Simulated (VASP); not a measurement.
A run of VASP 6.6.1 is set up as follows.

The input INCAR:

```
SYSTEM = SiO2
PREC = Accurate
ENCUT = 520
EDIFF = 1E-6
ISMEAR = 0
SIGMA = 0.02
LREAL = .FALSE.
LASPH = .TRUE.
NELM = 60
ALGO = Normal
ISIF = 2
LWAVE = .FALSE.
LCHARG = .FALSE.
NBANDS = 44
```

Contents of KPOINTS:

```
Automatic mesh
0
G
  6 6 6
  0 0 0
```

POSCAR

```
SiO2
1.0
   -4.6235296034      4.6235296034      2.6632164328
    4.6235296034     -4.6235296034      2.6632164328
    4.6235296034      4.6235296034     -2.6632164328
Si O
4 8
Direct
    0.1758969011      0.1758969011      0.3517938021
    0.8241030989      0.1758969011      0.0000000000
    0.1758969011      0.8241030989      0.0000000000
    0.8241030989      0.8241030989      0.6482061979
    0.5000000000      0.5000000000      0.5000000000
    0.0000000000      0.5000000000      0.0000000000
    0.5000000000      0.0000000000      0.0000000000
    0.0000000000      0.0000000000      0.5000000000
    0.0000000000      0.2026040922      0.2026040922
    0.7973959078      0.0000000000      0.7973959078
    0.2026040922      0.0000000000      0.2026040922
    0.0000000000      0.7973959078      0.7973959078
```

Potentials or basis: VASP PAW LDA potentials, release 64 (Si, O).

Run with:

```console
$ cat potpaw_LDA.64/Si/POTCAR potpaw_LDA.64/O/POTCAR > POTCAR
$ mpirun -np 1 vasp_std > vasp.out
```

**Question.** What does it give for the pressure?

**Answer.** -10.7 GPa.

**Question.** Predict the band gap on the k mesh.

**Answer.** 4.98 eV, direct.

**Question.** Estimate the largest force.

**Answer.** 0.035 eV/Å.

Stress tensor (GPa, compression positive):
```
-10.65   0.00   0.00
  0.00 -10.65   0.00
  0.00   0.00 -10.82
```

 A k mesh can miss the band edges.
